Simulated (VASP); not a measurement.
Here is a VASP 6.6.1 calculation.

The input POSCAR:

```
BN
1.0
    0.0000000000      1.8048254497      1.8499460859
    1.8048254497      0.0000000000      1.8499460859
    1.8048254497      1.8048254497      0.0000000000
B N
1 1
Direct
    0.0000000000      0.0000000000      0.0000000000
    0.2500000000      0.2500000000      0.2500000000
```

INCAR.step1

```
  PREC = Accurate
  ENCUT = 500
  EDIFF = 1E-8
  ISMEAR = 0
  SIGMA = 0.01
  LREAL = False
  LASPH = True
  NELM = 80
  ALGO = Normal
  LWAVE = True
  LCHARG = False
  GGA = PE
```

INCAR.step2

```
  PREC = Accurate
  ENCUT = 500
  EDIFF = 1E-8
  ISMEAR = 0
  SIGMA = 0.01
  LREAL = False
  LASPH = True
  NELM = 1
  ALGO = Exact
  LWAVE = True
  LCHARG = False
  GGA = PE
  NBANDS = 54
  LOPTICS = True
  ISTART = 1
```

Contents of INCAR.step3:

```
  PREC = Accurate
  ENCUT = 500
  EDIFF = 1E-8
  ISMEAR = 0
  SIGMA = 0.01
  LREAL = False
  LASPH = True
  ALGO = EVGW0
  LWAVE = False
  LCHARG = False
  GGA = PE
  NELMGW = 1
  NBANDS = 54
  ENCUTGW = 150.0
  NOMEGA = 96
  PRECFOCK = Fast
  ISTART = 1
  NBANDSGW = 12
  OMEGAMAX = 30
```

File KPOINTS:

```
regular mesh
0
Gamma
  6 6 6
```

Potentials or basis: VASP PAW PBE potentials, release 64 (B_GW, N_GW).

Command:

```console
$ cat potpaw_PBE.64/B_GW/POTCAR potpaw_PBE.64/N_GW/POTCAR > POTCAR
$ cp INCAR.step1 INCAR
$ mpirun -np 1 vasp_std > vasp.out
$ cp INCAR.step2 INCAR
$ mpirun -np 1 vasp_std > vasp.out
$ cp INCAR.step3 INCAR
$ mpirun -np 1 vasp_std > vasp.out
```

(1) Estimate the quasiparticle gap.

(2) Predict the least direct quasiparticle gap.

(3) Estimate the least direct gap of the starting levels on the mesh.

(4) Estimate the band gap of the starting levels on the mesh.

Answers

(1) 5.68 eV.

(2) 10.67 eV.

(3) 8.59 eV.

(4) 4.22 eV.

Caveat: the k points lie up to 0.50 Å⁻¹ apart; bands, screening cutoff and mesh are small and nothing is extrapolated, so the quasiparticle values aren't converged.
